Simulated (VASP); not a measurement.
## As: single point with LDA

Crystal: As.

```
As
1.0
    -1.34939    1.34939    1.34939
     1.34939   -1.34939    1.34939
     1.34939    1.34939   -1.34939
As
1
Direct
  0.00000 0.00000 0.00000
```

This isn't the form of As at room conditions, which is rhombohedral.

| Item | Value |
| --- | --- |
| Program | VASP 6.6.1 |
| Task | single point |
| Functional | LDA |
| Potentials or basis | VASP PAW LDA potentials, release 64 (As) |
| Cutoff | 500 eV |
| k mesh | 18 × 18 × 18 |
| Occupations | fermi-dirac, width 0.08 eV |
| Spin | no spin polarisation |
| Dipole correction | no |
| Further INCAR settings | ALGO = Normal; EDIFF = 1e-06; NBANDS = 8 |

The pressure is 215.9 GPa and the band gap on the k mesh is zero (an odd number of electrons rules out a gap without spin polarisation).

Levels at points of the mesh, in eV from the Fermi level:
| k point | band 1 | band 2 | band 3 | band 4 | band 5 | band 6 |
| --- | --- | --- | --- | --- | --- | --- |
| (0.00, 0.00, 0.00) | -23.66 | 13.44 | 13.44 | 13.44 | 16.75 | 16.75 |
| (0.50, 0.00, 0.00) | -13.03 | -13.01 | 4.05 | 7.08 | 9.16 | 11.46 |
| (0.50, 0.50, 0.50) | -4.64 | -4.64 | -4.64 | -1.76 | 1.04 | 1.04 |

Wall time 21 s on 1 thread of AMD EPYC 7R13 (shared host), peak memory 0.09 GiB.

Caveat: the cell stands under pressure.
